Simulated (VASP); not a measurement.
# CuO (F-43m) in VASP: settings compared

The runs below take CuO through single point, with revPBE, BLYP, PBE, r2SCAN.

All numbers are computed with VASP 6.6.1; they aren't measurements. Logs are shortened: lines on timing, memory, paths and dates and some standing lists are left out, and cuts for length are marked.

## 1. The cell of the first run

The structure is cubic, space group F-43m (No. 216). Conventional cell: a = 4.655 Å, b = 4.655 Å, c = 4.655 Å, α = 90.00°, β = 90.00°, γ = 90.00°. Within 2.7 Å of Cu (site symmetry -43m) lie 4 O at 2.02 Å. O (site symmetry -43m) has 4 Cu at 2.02 Å within 2.7 Å.

## 2. Single point, revPBE

INCAR

```
SYSTEM = CuO
ALGO     = Normal         ! electronic algorithm
EDIFF    = 1E-6           ! SCF threshold, eV
ENCUT    = 520            ! plane-wave cutoff, eV
GGA      = RE             ! functional
ISIF     = 2              ! what is computed and relaxed
ISMEAR   = -1             ! smearing method
LASPH    = .True.         ! aspherical terms in the spheres
LCHARG   = .False.        ! write CHGCAR
LREAL    = .False.        ! projectors in reciprocal space
LWAVE    = .False.        ! write WAVECAR
NBANDS   = 16             ! bands
NELM     = 60             ! most SCF steps
PREC     = Accurate       ! precision mode
SIGMA    = 0.05           ! smearing width, eV
```

KPOINTS

```
k-points
0
Gamma
  6 6 6
  0 0 0
```

POSCAR

```
CuO
1.0
    0.0000000000      2.3272527300      2.3272527300
    2.3272527300      0.0000000000      2.3272527300
    2.3272527300      2.3272527300      0.0000000000
Cu O
1 1
Direct
    0.0000000000      0.0000000000      0.0000000000
    0.2500000000      0.2500000000      0.2500000000
```

Potentials or basis: VASP PAW PBE potentials, release 64 (Cu, O).

Launch:

```console
$ cat potpaw_PBE.64/Cu/POTCAR potpaw_PBE.64/O/POTCAR > POTCAR
$ mpirun -np 1 vasp_std > vasp.out
```

OUTCAR:

```text
SYSTEM = CuO
   EDIFF = 1E-6
   ENCUT = 520
   GGA = RE
   ISIF = 2
   ISMEAR = -1
   LASPH = .True.
   LREAL = .False.
   NELM = 60
   PREC = Accurate

 ion  position               nearest neighbor table
   1  0.000  0.000  0.000-   2 2.02   2 2.02   2 2.02   2 2.02
   2  0.250  0.250  0.250-   1 2.02   1 2.02   1 2.02   1 2.02

  LATTYP: Found a face centered cubic cell.
 ALAT       =     4.6545054600

  Lattice vectors:

 A1 = (   0.0000000000,   2.3272527300,   2.3272527300)
 A2 = (   2.3272527300,   0.0000000000,   2.3272527300)
 A3 = (   2.3272527300,   2.3272527300,   0.0000000000)

Analysis of symmetry for initial positions (statically):
=====================================================================
 Subroutine PRICEL returns:
 Original cell was already a primitive cell.

 Routine SETGRP: Setting up the symmetry group for a
 face centered cubic supercell.

 Subroutine GETGRP returns: Found 24 space group operations
 (whereof 24 operations were pure point group operations)
 out of a pool of 48 trial point group operations.

The static configuration has the point symmetry T_d .

Analysis of symmetry for dynamics (positions and initial velocities):
=====================================================================
 Subroutine PRICEL returns:
 Original cell was already a primitive cell.

 Routine SETGRP: Setting up the symmetry group for a
 face centered cubic supercell.

 Subroutine GETGRP returns: Found 24 space group operations
 (whereof 24 operations were pure point group operations)
 out of a pool of 48 trial point group operations.

The dynamic configuration has the point symmetry T_d .

 Subroutine INISYM returns: Found 24 space group operations
 (whereof 24 operations are pure point group operations),
 and found     1 'primitive' translations

----------------------------------------------------------------------------------------

                                     Primitive cell

  volume of cell :      25.2093

  direct lattice vectors                    reciprocal lattice vectors
     0.000000000  2.327252730  2.327252730    -0.214845596  0.214845596  0.214845596
     2.327252730  0.000000000  2.327252730     0.214845596 -0.214845596  0.214845596
     2.327252730  2.327252730  0.000000000     0.214845596  0.214845596 -0.214845596

  length of vectors
     3.291232374  3.291232374  3.291232374     0.372123488  0.372123488  0.372123488

  position of ions in fractional coordinates (direct lattice)
     0.000000000  0.000000000  0.000000000
     0.250000000  0.250000000  0.250000000

  ion indices of the primitive-cell ions
   primitive index   ion index
                 1           1
                 2           2

----------------------------------------------------------------------------------------

 KPOINTS: k-points

Automatic generation of k-mesh.
 Grid dimensions read from file:
 generate k-points for:    6    6    6

 Generating k-lattice:

  Cartesian coordinates                     Fractional coordinates (reciprocal lattice)
    -0.035807599  0.035807599  0.035807599     0.166666667  0.000000000  0.000000000
     0.035807599 -0.035807599  0.035807599     0.000000000  0.166666667  0.000000000
     0.035807599  0.035807599 -0.035807599     0.000000000  0.000000000  0.166666667

  Length of vectors
     0.062020581  0.062020581  0.062020581

  Shift w.r.t. Gamma in fractional coordinates (k-lattice)
     0.000000000  0.000000000  0.000000000

 Subroutine IBZKPT returns following result:
 ===========================================

 Found     16 irreducible k-points:

 Following reciprocal coordinates:
            Coordinates               Weight
  0.000000  0.000000  0.000000      1.000000
  0.166667  0.000000  0.000000      8.000000
  0.333333  0.000000  0.000000      8.000000
  0.500000  0.000000  0.000000      4.000000
  0.166667  0.166667  0.000000      6.000000
  0.333333  0.166667  0.000000     24.000000
[... 8 lines left out ...]
 -0.333333  0.333333  0.166667     24.000000
 -0.333333  0.500000  0.166667     12.000000
   k-points           NKPTS =     16   k-points in BZ     NKDIM =     16   number of bands    NBANDS=     16
   number of dos      NEDOS =    301   number of ions     NIONS =      2
   total plane-waves  NPLWV =  13824
   dimension x,y,z NGX =    24 NGY =   24 NGZ =   24
   dimension x,y,z NGXF=    48 NGYF=   48 NGZF=   48
   ions per type =               1   1
   NGX,Y,Z   is equivalent  to a cutoff of  12.12, 12.12, 12.12 a.u.
   NGXF,Y,Z  is equivalent  to a cutoff of  24.25, 24.25, 24.25 a.u.
 SYSTEM =  CuO
   PREC   = accura    normal or accurate (medium, high low for compatibility)
   ISTART =      0    job   : 0-new  1-cont  2-samecut
   ICHARG =      2    charge: 1-file 2-atom 10-const
   ISPIN  =      1    spin polarized calculation?
   LNONCOLLINEAR =      F non collinear calculations
   LSORBIT =      F    spin-orbit coupling
   LASPH  =      T    aspherical Exc in radial PAW
   ENCUT  =  520.0 eV  38.22 Ry    6.18 a.u.   6.12  6.12  6.12*2*pi/ulx,y,z
   NELM   =     60;   NELMIN=  2; NELMDL= -5     # of ELM steps
   EDIFF  = 0.1E-05   stopping-criterion for ELM
   LREAL  =      F    real-space projection
   EDIFFG = 0.1E-04   stopping-criterion for IOM
   NSW    =      0    number of steps for IOM
   IBRION =     -1    ionic relax: 0-MD 1-quasi-New 2-CG
   NFREE  =      0    steps in history (QN), initial steepest desc. (CG)
   ISIF   =      2    stress and relaxation
   ISYM   =      2    0-nonsym 1-usesym 2-fastsym
   POTIM  = 0.5000    time-step for ionic-motion
   TEBEG  =    0.0;   TEEND  =   0.0 temperature during run
   PSTRESS=    0.0 pullay stress
   NELECT =      17.0000    total number of electrons
   NUPDOWN=      -1.0000    fix difference up-down
   EMIN   =  10.00;   EMAX   =-10.00  energy-range for DOS
   EFERMI =   0.00;   METHOD = LEGACY
   ISMEAR =    -1;   SIGMA  =   0.05  broadening in eV -4-tet -1-fermi 0-gaus
   EFERMI_NEDOS =   21; number of points for ismear=-14 and -15
   IALGO  =     38    algorithm
   IMIX   =      4    mixing-type and parameters
     AMIX     =   0.40;   BMIX     =  1.00
     AMIX_MAG =   1.60;   BMIX_MAG =  1.00
  volume/ion in A,a.u.               =      12.60        85.06
  Fermi-wavevector in a.u.,A,eV,Ry     =   1.435614  2.712916 28.041426  2.060987
  Thomas-Fermi vector in A             =   2.554893
   LORBIT       =      0    0 simple, 1 ext, 2 COOP (PROOUT), +10 PAW based schemes
   GGA     = RE    functional components
   LHFCALC =     F    Hartree Fock is set to
   AEXX    =    0.0000 exact exchange contribution
   IVDW    =     0    specifies the selected vdW correction
   LEPSILON=     F    determine dielectric tensor
   LRPA    =     F    only Hartree local field effects (RPA)
 non-spin polarized calculation
  energy-cutoff  :      520.00
  volume of cell :       25.21
 maximum number of plane-waves:       700
   NGX = 13   NGY = 13   NGZ = 13

 number of electron      16.9999985 magnetization

 Free energy of the ion-electron system (eV)
  ---------------------------------------------------
  ext. energy  EPLUGINS =         0.00000000
  ---------------------------------------------------
  free energy    TOTEN  =        -8.82415611 eV

  energy without entropy =       -8.79576302  energy(sigma->0) =       -8.80995957

 E-fermi :   3.2036     XC(G=0): -10.3873

 val. band max:        3.2003170677   @ k =   0.1667   0.1667   0.0000
 cond. band min:       3.2396792168   @ k =   0.3333   0.1667   0.0000
 fundamental gap:      0.0393621491
 Fermi energy:         3.2036067412

 k-point     1 :       0.0000    0.0000    0.0000
  band No.  band energies     occupation
      1     -15.1326      2.00000
      2      -1.1509      2.00000
      3      -1.1509      2.00000
      4      -1.1509      2.00000
      5       1.3674      2.00000
      6       1.3674      2.00000
[... 8 lines left out ...]
     15      23.6729      0.00000
     16      23.6729      0.00000

 k-point     2 :       0.1667    0.0000    0.0000
  band No.  band energies     occupation
      1     -15.0053      2.00000
      2      -1.4949      2.00000
      3      -1.0804      2.00000
      4      -1.0804      2.00000
      5       1.3520      2.00000
      6       1.3520      2.00000
[... 8 lines left out ...]
     15      22.4432      0.00000
     16      22.4432      0.00000

 k-point     3 :       0.3333    0.0000    0.0000
  band No.  band energies     occupation
      1     -14.7399      2.00000
      2      -1.9633      2.00000
      3      -0.9540      2.00000
      4      -0.9540      2.00000
      5       1.3913      2.00000
      6       1.3913      2.00000
[... 8 lines left out ...]
     15      22.8699      0.00000
     16      22.8699      0.00000

 k-point     4 :       0.5000    0.0000    0.0000
  band No.  band energies     occupation
      1     -14.6026      2.00000
      2      -2.1138      2.00000
      3      -0.9014      2.00000
      4      -0.9014      2.00000
      5       1.4641      2.00000
      6       1.4641      2.00000
[... 8 lines left out ...]
     15      23.9678      0.00000
     16      23.9678      0.00000
[... 172 lines left out ...]
 k-point    14 :       0.5000    0.3333    0.1667
  band No.  band energies     occupation
      1     -14.5704      2.00000
      2      -1.8705      2.00000
      3      -1.0270      2.00000
      4      -0.7362      2.00000
      5       1.2567      2.00000
      6       1.4641      2.00000
[... 8 lines left out ...]
     15      24.5158      0.00000
     16      26.5635      0.00000

 k-point    15 :      -0.3333    0.3333    0.1667
  band No.  band energies     occupation
      1     -14.4818      2.00000
      2      -1.5940      2.00000
      3      -1.2548      2.00000
      4      -0.6443      2.00000
      5       1.1868      2.00000
      6       1.4316      2.00000
[... 8 lines left out ...]
     15      23.6136      0.00000
     16      27.5290      0.00000

 k-point    16 :      -0.3333    0.5000    0.1667
  band No.  band energies     occupation
      1     -14.4412      2.00000
      2      -1.8341      2.00000
      3      -0.9261      2.00000
      4      -0.5027      2.00000
      5       1.2422      2.00000
      6       1.3781      2.00000
[... 8 lines left out ...]
     15      25.7360      0.00000
     16      26.1045      0.00000

------------------------ aborting loop because EDIFF is reached ----------------------------------------

  FORCE on cell =-STRESS in cart. coord.  units (eV):
  Direction    XX          YY          ZZ          XY          YZ          ZX
  --------------------------------------------------------------------------------------
  -------------------------------------------------------------------------------------
  Total       -0.9388174     -0.9388174     -0.9388174      0.0000000     -0.0000000      0.0000000
  in kB      -59.6665681    -59.6665681    -59.6665681      0.0000000     -0.0000000      0.0000000
  external PRESSURE =     -59.6665681 kB  Pullay stress =       0.0000000 kB

 VOLUME and BASIS-vectors are now :
 -----------------------------------------------------------------------------
  energy-cutoff  :      520.00
  volume of cell :       25.21
      direct lattice vectors                 reciprocal lattice vectors
     0.000000000  2.327252730  2.327252730    -0.214845596  0.214845596  0.214845596
     2.327252730  0.000000000  2.327252730     0.214845596 -0.214845596  0.214845596
     2.327252730  2.327252730  0.000000000     0.214845596  0.214845596 -0.214845596

 POSITION                                       TOTAL-FORCE (eV/Angst)
 -----------------------------------------------------------------------------------
      0.00000      0.00000      0.00000        -0.000000     -0.000000     -0.000000
      1.16363      1.16363      1.16363         0.000000      0.000000      0.000000
 -----------------------------------------------------------------------------------
    total drift:                               -0.000001     -0.000001     -0.000001

  FREE ENERGIE OF THE ION-ELECTRON SYSTEM (eV)
  ---------------------------------------------------
  free  energy   TOTEN  =        -8.8241561147 eV

  energy  without entropy=       -8.7957630180  energy(sigma->0) =       -8.80995957
```

Wall time 10 s (1 thread of Intel Xeon 6975P-C, shared host); peak memory 0.13 GiB.

Results:

| Item | Value |
| --- | --- |
| Free energy | -8.8242 eV |
| Pressure | -6.0 GPa |

Levels at points of the mesh, in eV from the Fermi level:
```csv
k point,band 5,band 6,band 7,band 8,band 9,band 10,band 11,band 12,band 13,band 14
"(0.00, 0.00, 0.00)",-1.84,-1.84,0.72,0.72,0.72,0.96,13.93,13.93,13.93,20.45
"(0.50, 0.00, 0.00)",-1.74,-1.74,-1.66,0.00,0.00,5.91,7.70,13.58,13.58,17.42
"(0.50, 0.50, 0.00)",-2.02,-1.65,-1.28,-1.01,-1.01,5.84,9.29,11.50,14.22,14.22
```

Caveat: the k points lie up to 0.39 Å⁻¹ apart; the PAW data sets were made with another functional, which shifts forces and pressure a little; an odd number of electrons without spin polarisation forces a metal; a magnetic or distorted state may lie lower; semilocal functionals often make such compounds metallic where correlation or magnetic order opens a gap, which also shifts bond lengths.

## 3. Single point, BLYP

INCAR

```
PREC = Accurate
ENCUT = 520
EDIFF = 1E-6
ISMEAR = -1
SIGMA = 0.05
LREAL = False
LASPH = True
NELM = 80
ALGO = Normal
ISIF = 2
LWAVE = False
LCHARG = False
GGA = B5
ALDAX = 1.0
AGGAX = 1.0
AGGAC = 1.0
ALDAC = 0.0
NBANDS = 16
```

KPOINTS

```
Automatic mesh
0
Gamma
  6 6 6
```

POSCAR is that of step 2.

Potentials or basis: VASP PAW PBE potentials, release 64 (Cu, O).

Launch:

```console
$ cat potpaw_PBE.64/Cu/POTCAR potpaw_PBE.64/O/POTCAR > POTCAR
$ mpirun -np 1 vasp_std > vasp.out
```

It took 21 s on 1 thread of Intel Xeon 6975P-C, shared host; peak memory 0.13 GiB.

It converged, with:

* Free energy: -8.8622 eV
* Pressure: -4.8 GPa

Levels at points of the mesh, in eV from the Fermi level:
```csv
k point,band 5,band 6,band 7,band 8,band 9,band 10,band 11,band 12,band 13,band 14
"(0.00, 0.00, 0.00)",-1.86,-1.86,0.72,0.72,0.72,1.09,13.89,13.89,13.89,20.62
"(0.50, 0.00, 0.00)",-1.76,-1.76,-1.66,-0.01,-0.01,5.93,7.83,13.60,13.60,17.64
"(0.50, 0.50, 0.00)",-2.02,-1.67,-1.30,-1.02,-1.02,6.04,9.16,11.68,14.19,14.19
```

Caveat: the k points lie up to 0.39 Å⁻¹ apart; the PAW data sets were made with another functional, which shifts forces and pressure a little; an odd number of electrons without spin polarisation forces a metal; a magnetic or distorted state may lie lower; semilocal functionals often make such compounds metallic where correlation or magnetic order opens a gap, which also shifts bond lengths. With open d or f shells a metallic result of BLYP can be an artefact of self-interaction; +U or a hybrid may open a gap.

## 4. Single point, PBE

INCAR

```
  ALGO = Normal
  EDIFF = 1E-6
  ENCUT = 520
  GGA = PE
  ISIF = 2
  ISMEAR = -1
  LASPH = True
  LCHARG = True
  LELF = True
  LREAL = False
  LVHAR = True
  LWAVE = False
  NBANDS = 16
  NELM = 100
  PREC = Accurate
  SIGMA = 0.05
```

KPOINTS

```
k-points
0
Gamma
  8 8 8
```

POSCAR is that of step 3.

Launch:

```console
$ cat potpaw_PBE.64/Cu/POTCAR potpaw_PBE.64/O/POTCAR > POTCAR
$ mpirun -np 1 vasp_std > vasp.out
```

Run time: 18 s. Hardware: 1 thread of Intel Xeon 6975P-C, shared host; peak memory 0.14 GiB.

It converged, with:

```yaml
Free_energy: -9.5113 eV
Pressure: -9.1 GPa
```

Levels at points of the mesh, in eV from the Fermi level:
```
           k point  band 5  band 6  band 7  band 8  band 9  band 10  band 11  band 12  band 13  band 14
(0.00, 0.00, 0.00)   -1.84   -1.84    0.71    0.71    0.71     0.89    13.85    13.85    13.85    20.27
(0.50, 0.00, 0.00)   -1.74   -1.74   -1.66   -0.01   -0.01     5.82     7.63    13.51    13.51    17.30
(0.50, 0.50, 0.00)   -2.04   -1.65   -1.28   -1.02   -1.02     5.78     9.21    11.36    14.12    14.12
```

Caveat: an odd number of electrons without spin polarisation forces a metal; a magnetic or distorted state may lie lower; semilocal functionals often make such compounds metallic where correlation or magnetic order opens a gap, which also shifts bond lengths.

## 5. Single point, r2SCAN

POSCAR is that of step 4.

INCAR.step1

```
PREC = Accurate
ENCUT = 520
ISMEAR = -1
SIGMA = 0.05
LREAL = False
LASPH = True
NELM = 100
NBANDS = 16
GGA = PE
ALGO = Normal
EDIFF = 1E-4
LWAVE = True
LCHARG = False
```

INCAR.step2

```
PREC = Accurate
ENCUT = 520
EDIFF = 1E-6
ISMEAR = -1
SIGMA = 0.05
LREAL = False
LASPH = True
NELM = 100
ALGO = Normal
ISIF = 2
LWAVE = False
LCHARG = False
METAGGA = R2SCAN
LMIXTAU = True
NBANDS = 16
ISTART = 1
```

KPOINTS

```
Automatic mesh
0
Gamma
  6 6 6
```

Launch:

```console
$ cat potpaw_PBE.64/Cu/POTCAR potpaw_PBE.64/O/POTCAR > POTCAR
$ cp INCAR.step1 INCAR
$ mpirun -np 1 vasp_std > vasp.out
$ cp INCAR.step2 INCAR
$ mpirun -np 1 vasp_std > vasp.out
```

It took 50 s on 1 thread of Intel Xeon 6975P-C, shared host; peak memory 0.14 GiB.

Results (log left out):

```yaml
Free_energy: -17.7340 eV
Pressure: -14.4 GPa
```

Levels at points of the mesh, in eV from the Fermi level:
```
           k point  band 7  band 8  band 9  band 10  band 11  band 12
(0.00, 0.00, 0.00)    0.74    0.74    0.74     1.25    14.61    14.61
(0.50, 0.00, 0.00)   -1.67   -0.01   -0.01     6.34     8.14    14.18
(0.50, 0.50, 0.00)   -1.34   -1.03   -1.03     6.18     9.96    11.77
```

Caveat: the k points lie up to 0.39 Å⁻¹ apart; the PAW data sets were made with another functional, which shifts forces and pressure a little; an odd number of electrons without spin polarisation forces a metal; a magnetic or distorted state may lie lower; semilocal functionals often make such compounds metallic where correlation or magnetic order opens a gap, which also shifts bond lengths. With open d or f shells a metallic result of r2SCAN can be an artefact of self-interaction; +U or a hybrid may open a gap.

## 6. Summary

```csv
level,k mesh,gap on the mesh (eV),pressure (GPa)
revPBE,6 × 6 × 6,none,-6.0
BLYP,6 × 6 × 6,none,-4.8
PBE,8 × 8 × 8,none,-9.1
r2SCAN,6 × 6 × 6,none,-14.4
```

Alike in all rows: task single point; potentials or basis VASP PAW PBE potentials, release 64 (Cu, O); no spin polarisation; cell as given; cutoff (eV) 520; smearing fermi-dirac 0.05 eV.

Caveats: some runs use coarse meshes; an odd number of electrons without spin polarisation forces a metal; a magnetic or distorted state may lie lower; semilocal functionals often make such compounds metallic where correlation or magnetic order opens a gap, which also shifts bond lengths; the PAW data sets were made with another functional, which shifts forces and pressure a little (some runs).

Total energies depend on the potentials used, so only differences within one code and one set of settings carry meaning.
